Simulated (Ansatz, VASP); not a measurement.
## One calculation of KF, two programs

```
K F
1.0
     0.00000    2.67350    2.67350
     2.67350    0.00000    2.67350
     2.67350    2.67350    0.00000
K F
1 1
Cartesian
  0.0000 0.0000 0.0000
  2.6735 2.6735 2.6735
```

Alike in both runs: task single point; functional PBE-based global hybrid with a share of 0.35 of exact exchange; k mesh 4 × 4 × 4; occupations gaussian, width 0.05 eV; no spin polarisation.

|  | VASP | Ansatz |
| --- | --- | --- |
| version | VASP 6.6.1 | Ansatz 0.2.0 |
| potentials or method | VASP PAW PBE potentials, release 64 (K_sv, F), cutoff 520 eV | scalar-relativistic, plane waves, PAW |
| valence electrons in the cell | 16 | 16 |

|  | VASP | Ansatz | Ansatz less VASP |
| --- | --- | --- | --- |
| gap on the k mesh at the Fermi level (eV) | 10.08 | 10.08 | +0.004 |
| least direct gap on the mesh (eV) | 10.08 | 10.08 | +0.004 |
| pressure (GPa) | 0.0 | 0.0 | -0.01 |

VASP's potentials were made for PBE, not for PBE-based global hybrid. With one functional, cell and mesh, what is left measures potentials, basis and numerics. Ansatz's warnings: stress exchange threshold loose, stress scf threshold loose.

The k mesh is coarse, so the values compare programs but aren't converged.
